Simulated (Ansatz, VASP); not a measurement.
One calculation of BaCa3O4, two programs

```xyz
8
Lattice="5.1755 0.0000 0.0000 0.0000 5.1755 0.0000 0.0000 0.0000 5.1755" Properties=species:S:1:pos:R:3 pbc="T T T"
Ba    2.5877    2.5877    2.5877
Ca    2.5877    0.0000    0.0000
Ca    0.0000    2.5877    0.0000
Ca    0.0000    0.0000    2.5877
O     0.0000    2.5877    2.5877
O     2.5877    0.0000    2.5877
O     2.5877    2.5877    0.0000
O     0.0000    0.0000    0.0000
```

Alike in both runs: task single point; functional PBE; k mesh 5 × 5 × 5; occupations fermi-dirac, width 0.05 eV; no spin polarisation.

```csv
,VASP,Ansatz
version,VASP 6.6.1,Ansatz 0.2.0
potentials or method,"VASP PAW PBE potentials, release 64 (Ba_sv, Ca_sv, O_h)",Ansatz PAW
plane-wave cutoff (eV),1340,420
valence electrons in the cell,64,64
```

Ansatz gave:

* gap on the k mesh at the Fermi level (eV): 2.53
* least direct gap on the mesh (eV): 2.53
* pressure (GPa): -4.4

Q: Estimate VASP's values.

A: gap on the k mesh at the Fermi level (eV): 2.47; least direct gap on the mesh (eV): 2.47; pressure (GPa): -3.2.

Spin-orbit coupling is off throughout. Noted on Ansatz's run: odd divisions of the mesh miss points on the zone boundary, where band edges often lie, so the gap on the mesh can be too wide.
